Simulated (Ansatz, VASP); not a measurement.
## Re: VASP beside Ansatz

INCAR

```
SYSTEM = Re
PREC = Accurate ; ENCUT = 600
EDIFF = 1E-6 ; ISMEAR = 0
SIGMA = 0.1 ; LREAL = .FALSE.
LASPH = .TRUE. ; NELM = 80
ALGO = Normal ; ISIF = 3
LWAVE = .FALSE. ; LCHARG = .FALSE.
GGA = PS ; IBRION = 2
NSW = 80 ; EDIFFG = -0.01
```

KPOINTS

```
Automatic mesh
0
G
  20 20 20
  0 0 0
```

File POSCAR:

```
Re
1.0
   -1.5418587319      1.5418587319      1.5418587319
    1.5418587319     -1.5418587319      1.5418587319
    1.5418587319      1.5418587319     -1.5418587319
Re
1
Direct
    0.0000000000      0.0000000000      0.0000000000
```

Input for Ansatz:

```yaml
crystal:
  lattice:
    - [-1.5418587319, 1.5418587319, 1.5418587319]
    - [1.5418587319, -1.5418587319, 1.5418587319]
    - [1.5418587319, 1.5418587319, -1.5418587319]
  atoms:
    - { symbol: Re, position: [0.0, 0.0, 0.0] }
basis:
  ecutwfc: 420
kpoints:
  mp_grid: { grid: [20, 20, 20] }
hamiltonian:
  xc: pbesol
scf:
  occupations: { method: gaussian, width: 0.1 }
output:
  forces: true
  stress: true
  eigenvalues: true
relax:
  adjacent_minimum: "off"
  f_tol: 0.01
  max_steps: 60
  cell: { stress_tol: 0.1 }
```

Alike in both runs: task relaxation of cell and atoms; functional PBEsol; k mesh 20 × 20 × 20; occupations gaussian, width 0.1 eV; no spin polarisation.

```csv
,VASP,Ansatz
version,VASP 6.6.1,Ansatz 0.2.0
potentials or method,"VASP PAW PBE potentials, release 64 (Re), cutoff 600 eV","scalar-relativistic, plane waves, PAW"
valence electrons in the cell,7,15
```

```csv
,VASP,Ansatz,Ansatz less VASP
"gap on the k mesh at the Fermi level, each at its own relaxed structure (eV)",none,none,-
relaxed volume (Å³/atom),14.68,14.68,-0.004
relaxed length of the cell vector where the two differ most in proportion (Å),2.672,2.672,-0.0002
```

VASP's potentials were made for PBE, not for PBEsol. A gap of «none» marks a metal or a gap that the smearing closes. VASP's potentials hold 7 valence electrons a cell and Ansatz's 15, so a difference there can come from the potentials and not from the codes.

Neither program's run includes spin-orbit coupling.
